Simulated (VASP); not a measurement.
# TePb (Fm-3m) in VASP: further runs

The runs below take TePb through single point, relaxation of cell and atoms, with LDA.

All numbers are computed with VASP 6.6.1; they aren't measurements. Logs are shortened: lines on timing, memory, paths and dates and some standing lists are left out, and cuts for length are marked.

## Step 1: The cell of the first run

The structure is cubic, space group Fm-3m (No. 225). Conventional cell: a = 6.073 Å, b = 6.073 Å, c = 6.073 Å, α = 90.00°, β = 90.00°, γ = 90.00°. Within 4.0 Å of Pb (site symmetry m-3m) lie 6 Te at 3.04 Å. Within 4.0 Å of Te (site symmetry m-3m) lie 6 Pb at 3.04 Å.

## Step 2: Single point, LDA

INCAR

```
ALGO = Normal ; EDIFF = 1E-7
ENCUT = 520 ; GGA = CA
ISIF = 2 ; ISMEAR = -1
LASPH = True ; LCHARG = False
LREAL = False ; LWAVE = False
NBANDS = 17 ; NELM = 80
PREC = Accurate ; SIGMA = 0.05
```

KPOINTS

```
k-points
0
Gamma
  7 7 7
```

POSCAR

```
TePb
1.0
    0.0000000000      3.0366949032      3.0366949032
    3.0366949032      0.0000000000      3.0366949032
    3.0366949032      3.0366949032      0.0000000000
Pb Te
1 1
Direct
    0.0000000000      0.0000000000      0.0000000000
    0.5000000000      0.5000000000      0.5000000000
```

Potentials or basis: VASP PAW LDA potentials, release 64 (Pb_d, Te).

Run with:

```
$ cat potpaw_LDA.64/Pb_d/POTCAR potpaw_LDA.64/Te/POTCAR > POTCAR
$ mpirun -np 1 vasp_std > vasp.out
```

OUTCAR:

```text
EDIFF = 1E-7
   ENCUT = 520
   GGA = CA
   ISIF = 2
   ISMEAR = -1
   LASPH = True
   LREAL = False
   NELM = 80
   PREC = Accurate

 ion  position               nearest neighbor table
   1  0.000  0.000  0.000-   2 3.04   2 3.04   2 3.04   2 3.04   2 3.04   2 3.04
   2  0.500  0.500  0.500-   1 3.04   1 3.04   1 3.04   1 3.04   1 3.04   1 3.04

  LATTYP: Found a face centered cubic cell.
 ALAT       =     6.0733898064

  Lattice vectors:

 A1 = (   0.0000000000,   3.0366949032,   3.0366949032)
 A2 = (   3.0366949032,   0.0000000000,   3.0366949032)
 A3 = (   3.0366949032,   3.0366949032,   0.0000000000)

Analysis of symmetry for initial positions (statically):
=====================================================================
 Subroutine PRICEL returns:
 Original cell was already a primitive cell.

 Routine SETGRP: Setting up the symmetry group for a
 face centered cubic supercell.

 Subroutine GETGRP returns: Found 48 space group operations
[... 9 lines left out ...]

 Routine SETGRP: Setting up the symmetry group for a
 face centered cubic supercell.

 Subroutine GETGRP returns: Found 48 space group operations
[... 11 lines left out ...]
                                     Primitive cell

  volume of cell :      56.0059

  direct lattice vectors                    reciprocal lattice vectors
     0.000000000  3.036694903  3.036694903    -0.164652695  0.164652695  0.164652695
     3.036694903  0.000000000  3.036694903     0.164652695 -0.164652695  0.164652695
     3.036694903  3.036694903  0.000000000     0.164652695  0.164652695 -0.164652695

  length of vectors
     4.294535117  4.294535117  4.294535117     0.285186834  0.285186834  0.285186834

  position of ions in fractional coordinates (direct lattice)
     0.000000000  0.000000000  0.000000000
     0.500000000  0.500000000  0.500000000

  ion indices of the primitive-cell ions
   primitive index   ion index
                 1           1
                 2           2

----------------------------------------------------------------------------------------

 KPOINTS: k-points

Automatic generation of k-mesh.
 Grid dimensions read from file:
 generate k-points for:    7    7    7

 Generating k-lattice:

[... 46 lines left out ...]
 SYSTEM =  unknown system
   PREC   = accura    normal or accurate (medium, high low for compatibility)
   ISTART =      0    job   : 0-new  1-cont  2-samecut
   ICHARG =      2    charge: 1-file 2-atom 10-const
   ISPIN  =      1    spin polarized calculation?
   LNONCOLLINEAR =      F non collinear calculations
   LSORBIT =      F    spin-orbit coupling
   LASPH  =      T    aspherical Exc in radial PAW
   ENCUT  =  520.0 eV  38.22 Ry    6.18 a.u.   7.98  7.98  7.98*2*pi/ulx,y,z
   NELM   =     80;   NELMIN=  2; NELMDL= -5     # of ELM steps
   EDIFF  = 0.1E-06   stopping-criterion for ELM
   LREAL  =      F    real-space projection
   EDIFFG = 0.1E-05   stopping-criterion for IOM
   NSW    =      0    number of steps for IOM
   IBRION =     -1    ionic relax: 0-MD 1-quasi-New 2-CG
   NFREE  =      0    steps in history (QN), initial steepest desc. (CG)
   ISIF   =      2    stress and relaxation
   ISYM   =      2    0-nonsym 1-usesym 2-fastsym
   POTIM  = 0.5000    time-step for ionic-motion
   TEBEG  =    0.0;   TEEND  =   0.0 temperature during run
   PSTRESS=    0.0 pullay stress
   NELECT =      20.0000    total number of electrons
   NUPDOWN=      -1.0000    fix difference up-down
   EMIN   =  10.00;   EMAX   =-10.00  energy-range for DOS
   EFERMI =   0.00;   METHOD = LEGACY
   ISMEAR =    -1;   SIGMA  =   0.05  broadening in eV -4-tet -1-fermi 0-gaus
   EFERMI_NEDOS =   21; number of points for ismear=-14 and -15
   IALGO  =     38    algorithm
   IMIX   =      4    mixing-type and parameters
     AMIX     =   0.40;   BMIX     =  1.00
     AMIX_MAG =   1.60;   BMIX_MAG =  1.00
  volume/ion in A,a.u.               =      28.00       188.97
  Fermi-wavevector in a.u.,A,eV,Ry     =   1.161467  2.194855 18.354346  1.349006
  Thomas-Fermi vector in A             =   2.298039
   LORBIT       =      0    0 simple, 1 ext, 2 COOP (PROOUT), +10 PAW based schemes
   GGA     = CA    functional components
   LHFCALC =     F    Hartree Fock is set to
   AEXX    =    0.0000 exact exchange contribution
   IVDW    =     0    specifies the selected vdW correction
   LEPSILON=     F    determine dielectric tensor
   LRPA    =     F    only Hartree local field effects (RPA)
 non-spin polarized calculation
  energy-cutoff  :      520.00
  volume of cell :       56.01
 maximum number of plane-waves:      1516
   NGX = 15   NGY = 15   NGZ = 15

 number of electron      20.0000005 magnetization

 Free energy of the ion-electron system (eV)
  ---------------------------------------------------
  ext. energy  EPLUGINS =         0.00000000
  ---------------------------------------------------
  free energy    TOTEN  =        -8.52586738 eV

  energy without entropy =       -8.52582245  energy(sigma->0) =       -8.52584491

 E-fermi :   8.2949     XC(G=0): -10.4158

 val. band max:        7.9592644709   @ k =   0.4286   0.0000   0.0000
 cond. band min:       8.6300318516   @ k =   0.4286   0.0000   0.0000
 fundamental gap:      0.6707673807
 Fermi energy:         8.2949122475

 k-point     1 :       0.0000    0.0000    0.0000
  band No.  band energies     occupation
      1      -9.0362      2.00000
      2      -9.0362      2.00000
      3      -9.0040      2.00000
      4      -9.0040      2.00000
      5      -9.0040      2.00000
      6      -5.7140      2.00000
[... 377 lines left out ...]
      4      -8.9808      2.00000
      5      -8.9511      2.00000
      6      -3.0590      2.00000
[... 9 lines left out ...]
     16      18.3805      0.00000
     17      19.2408      0.00000

------------------------ aborting loop because EDIFF is reached ----------------------------------------

  FORCE on cell =-STRESS in cart. coord.  units (eV):
  Direction    XX          YY          ZZ          XY          YZ          ZX
  --------------------------------------------------------------------------------------
  -------------------------------------------------------------------------------------
  Total        3.5467273      3.5467273      3.5467273      0.0000000      0.0000000      0.0000000
  in kB      101.4623471    101.4623471    101.4623471      0.0000000      0.0000000      0.0000000
  external PRESSURE =     101.4623471 kB  Pullay stress =       0.0000000 kB

 VOLUME and BASIS-vectors are now :
 -----------------------------------------------------------------------------
  energy-cutoff  :      520.00
  volume of cell :       56.01
      direct lattice vectors                 reciprocal lattice vectors
     0.000000000  3.036694903  3.036694903    -0.164652695  0.164652695  0.164652695
     3.036694903  0.000000000  3.036694903     0.164652695 -0.164652695  0.164652695
     3.036694903  3.036694903  0.000000000     0.164652695  0.164652695 -0.164652695

 POSITION                                       TOTAL-FORCE (eV/Angst)
 -----------------------------------------------------------------------------------
      0.00000      0.00000      0.00000        -0.000000     -0.000000      0.000000
      3.03669      3.03669      3.03669         0.000000      0.000000     -0.000000
 -----------------------------------------------------------------------------------
    total drift:                                0.000000     -0.000000     -0.000000

  FREE ENERGIE OF THE ION-ELECTRON SYSTEM (eV)
  ---------------------------------------------------
  free  energy   TOTEN  =        -8.5258673761 eV

  energy  without entropy=       -8.5258224459  energy(sigma->0) =       -8.52584491
```

Wall time 10 s (1 thread of AMD EPYC 9R45 (Zen 5), shared host); peak memory 0.13 GiB.

Results:

```
Free energy : -8.5259 eV
Pressure    : 10.1 GPa
```

Levels at points of the mesh, in eV from the Fermi level:
```
           k point  band 6  band 7  band 8  band 9  band 10  band 11  band 12  band 13  band 14  band 15
(0.00, 0.00, 0.00)  -14.01   -5.34   -2.33   -2.33    -2.33     3.94     3.94     3.94     5.11     5.11
```

Caveat: this odd mesh misses L, where the gap lies, so gap, dielectric constants and Born charges aren't listed; spin-orbit coupling is left out, which moves the levels of the heavy elements.

## Step 3: Single point, LDA

This run uses another cell than the first one, of 29.82 Å³/atom, 1.065 times its volume.

INCAR

```
PREC = Accurate
ENCUT = 520
EDIFF = 1E-6
ISMEAR = -1
SIGMA = 0.05
LREAL = False
LASPH = True
NELM = 80
ALGO = Normal
ISIF = 2
LWAVE = False
LCHARG = False
NBANDS = 17
```

KPOINTS

```
regular mesh
0
Gamma
  7 7 7
```

POSCAR

```
TePb
1.0
    0.0000000000      3.1010212719      3.1010212719
    3.1010212719      0.0000000000      3.1010212719
    3.1010212719      3.1010212719      0.0000000000
Pb Te
1 1
Direct
    0.0000000000      0.0000000000      0.0000000000
    0.5000000000      0.5000000000      0.5000000000
```

Potentials or basis: VASP PAW LDA potentials, release 64 (Pb_d, Te).

Run with:

```
$ cat potpaw_LDA.64/Pb_d/POTCAR potpaw_LDA.64/Te/POTCAR > POTCAR
$ mpirun -np 1 vasp_std > vasp.out
```

It took 14 s on 1 thread of AMD EPYC 9R45 (Zen 5), shared host; peak memory 0.14 GiB.

The run converged. Its results:

| Property | Result |
| --- | --- |
| Free energy | -8.6968 eV |
| Pressure | 5.1 GPa |

Levels at points of the mesh, in eV from the Fermi level:
```csv
k point,band 6,band 7,band 8,band 9,band 10,band 11,band 12,band 13,band 14,band 15
"(0.00, 0.00, 0.00)",-13.42,-5.59,-2.10,-2.10,-2.10,3.85,3.85,3.85,5.23,5.23
```

Caveat: this odd mesh misses L, where the gap lies, so gap, dielectric constants and Born charges aren't listed; spin-orbit coupling is left out, which moves the levels of the heavy elements.

## Step 4: Single point, LDA

This run uses another cell than the first one, of 31.26 Å³/atom, 1.116 times its volume.

INCAR

```
PREC = Accurate ; ENCUT = 520
EDIFF = 1E-6 ; ISMEAR = -1
SIGMA = 0.05 ; LREAL = False
LASPH = True ; NELM = 60
ALGO = Normal ; ISIF = 2
LWAVE = False ; LCHARG = False
NBANDS = 17
```

KPOINTS is that of step 3.

POSCAR

```
TePb
1.0
    0.0000000000      3.1502089849      3.1502089849
    3.1502089849      0.0000000000      3.1502089849
    3.1502089849      3.1502089849      0.0000000000
Pb Te
1 1
Direct
    0.0000000000      0.0000000000      0.0000000000
    0.5000000000      0.5000000000      0.5000000000
```

Run with:

```
$ cat potpaw_LDA.64/Pb_d/POTCAR potpaw_LDA.64/Te/POTCAR > POTCAR
$ mpirun -np 1 vasp_std > vasp.out
```

Run time: 14 s. Hardware: 1 thread of AMD EPYC 9R45 (Zen 5), shared host; peak memory 0.14 GiB.

Results (log left out):

- Free energy: -8.7609 eV
- Pressure: 2.1 GPa

Levels at points of the mesh, in eV from the Fermi level:
| k point | band 8 | band 9 | band 10 | band 11 | band 12 | band 13 |
| --- | --- | --- | --- | --- | --- | --- |
| (0.00, 0.00, 0.00) | -1.94 | -1.94 | -1.94 | 3.77 | 3.77 | 3.77 |

Caveat: this odd mesh misses L, where the gap lies, so gap, dielectric constants and Born charges aren't listed; spin-orbit coupling is left out, which moves the levels of the heavy elements.

## Step 5: Single point, LDA

This run uses another cell than the first one, of 32.49 Å³/atom, 1.160 times its volume.

INCAR

```
ALGO = Normal
EDIFF = 1E-6
ENCUT = 520
ISIF = 2
ISMEAR = -1
LASPH = T
LCHARG = F
LREAL = F
LWAVE = F
NBANDS = 17
NELM = 100
PREC = Accurate
SIGMA = 0.05
```

KPOINTS

```
k-points
0
Gamma
  7 7 7
```

POSCAR

```
TePb
1.0
    0.0000000000      3.1907614396      3.1907614396
    3.1907614396      0.0000000000      3.1907614396
    3.1907614396      3.1907614396      0.0000000000
Pb Te
1 1
Direct
    0.0000000000      0.0000000000      0.0000000000
    0.5000000000      0.5000000000      0.5000000000
```

Run with:

```
$ cat potpaw_LDA.64/Pb_d/POTCAR potpaw_LDA.64/Te/POTCAR > POTCAR
$ mpirun -np 1 vasp_std > vasp.out
```

Run time: 14 s. Hardware: 1 thread of AMD EPYC 9R45 (Zen 5), shared host; peak memory 0.14 GiB.

Results (log left out):

```yaml
Free_energy: -8.7769 eV
Pressure: 0.0 GPa
```

Levels at points of the mesh, in eV from the Fermi level:
| k point | band 7 | band 8 | band 9 | band 10 | band 11 | band 12 | band 13 | band 14 |
| --- | --- | --- | --- | --- | --- | --- | --- | --- |
| (0.00, 0.00, 0.00) | -5.90 | -1.82 | -1.82 | -1.82 | 3.71 | 3.71 | 3.71 | 5.37 |

Caveat: this odd mesh misses L, where the gap lies, so gap, dielectric constants and Born charges aren't listed; spin-orbit coupling is left out, which moves the levels of the heavy elements.

## Step 6: Relaxation of cell and atoms, LDA

This run uses another cell than the first one, of 33.73 Å³/atom, 1.205 times its volume.

INCAR

```
SYSTEM = TePb
PREC = Accurate
ENCUT = 600
EDIFF = 1E-7
ISMEAR = -1
SIGMA = 0.05
LREAL = .FALSE.
LASPH = .TRUE.
NELM = 80
ALGO = Normal
ISIF = 3
LWAVE = .FALSE.
LCHARG = .FALSE.
IBRION = 2
NSW = 80
EDIFFG = -0.01
```

KPOINTS

```
regular mesh
0
G
  7 7 7
  0 0 0
```

POSCAR

```
TePb
1.0
    0.0000000000      3.2310000000      3.2310000000
    3.2310000000      0.0000000000      3.2310000000
    3.2310000000      3.2310000000      0.0000000000
Pb Te
1 1
Direct
    0.0000000000      0.0000000000      0.0000000000
    0.5000000000      0.5000000000      0.5000000000
```

Potentials or basis: VASP PAW LDA potentials, release 64 (Pb_d, Te).

Run with:

```
$ cat potpaw_LDA.64/Pb_d/POTCAR potpaw_LDA.64/Te/POTCAR > POTCAR
$ mpirun -np 1 vasp_std > vasp.out
```

Wall time 36 s (1 thread of AMD EPYC 9R45 (Zen 5), shared host); peak memory 0.17 GiB.

It converged, with:

| Property | Result |
| --- | --- |
| Free energy | -8.7772 eV |
| Relaxed volume | 32.52 Å³/atom |
| Relaxed cell | a = 4.514 Å, b = 4.514 Å, c = 4.514 Å, α = 60.00°, β = 60.00°, γ = 60.00° |
| Space group after relaxing (to 0.05 Å) | Fm-3m (No. 225) |
| Energy gained by relaxing | 6.4 meV/atom |
| Ionic steps | 3 |
| Pressure after relaxing | 0.0 GPa |

Step by step:
| step | energy change (eV) | largest force (eV/Å) | pressure (GPa) | volume (Å³) |
| --- | --- | --- | --- | --- |
| 1 | 0.0000 | 0.0000 | -1.65 | 67.46 |
| 2 | -0.0107 | 0.0000 | 0.72 | 64.12 |
| 3 | -0.0128 | 0.0000 | -0.01 | 65.05 |

Final structure:
```cif
data_structure
_symmetry_space_group_name_H-M 'P 1'
_symmetry_Int_Tables_number 1
_cell_length_a 4.5142
_cell_length_b 4.5142
_cell_length_c 4.5142
_cell_angle_alpha 60.000
_cell_angle_beta 60.000
_cell_angle_gamma 60.000
_cell_volume 65.05
loop_
_atom_site_label
_atom_site_type_symbol
_atom_site_fract_x
_atom_site_fract_y
_atom_site_fract_z
_atom_site_occupancy
Pb1 Pb 0.00000 0.00000 0.00000 1
Te1 Te 0.50000 0.50000 0.50000 1
```

Levels at points of the mesh, in eV from the Fermi level:
```csv
k point,band 8,band 9,band 10,band 11,band 12,band 13
"(0.00, 0.00, 0.00)",-1.81,-1.81,-1.81,3.70,3.70,3.70
```

Caveat: this odd mesh misses L, where the gap lies, so gap, dielectric constants and Born charges aren't listed; spin-orbit coupling is left out, which moves the levels of the heavy elements.

## Step 7: Summary

| task | cell | cutoff (eV) | pressure (GPa) |
| --- | --- | --- | --- |
| single point | a = 4.295 Å, angles 60.0°, 2 atoms | 520 | 10.1 |
| single point | a = 4.386 Å, angles 60.0°, 2 atoms | 520 | 5.1 |
| single point | a = 4.455 Å, angles 60.0°, 2 atoms | 520 | 2.1 |
| single point | a = 4.512 Å, angles 60.0°, 2 atoms | 520 | 0.0 |
| relaxation of cell and atoms | relaxed from a = 4.569 Å, angles 60.0°, 2 atoms | 600 | 0.0 |

Alike in all rows: level LDA; potentials or basis VASP PAW LDA potentials, release 64 (Pb_d, Te); no spin polarisation; k mesh 7 × 7 × 7; smearing fermi-dirac 0.05 eV.

Caveats: spin-orbit coupling is left out, which moves the levels of the heavy elements.

Total energies depend on the potentials used, so only differences within one code and one set of settings carry meaning.
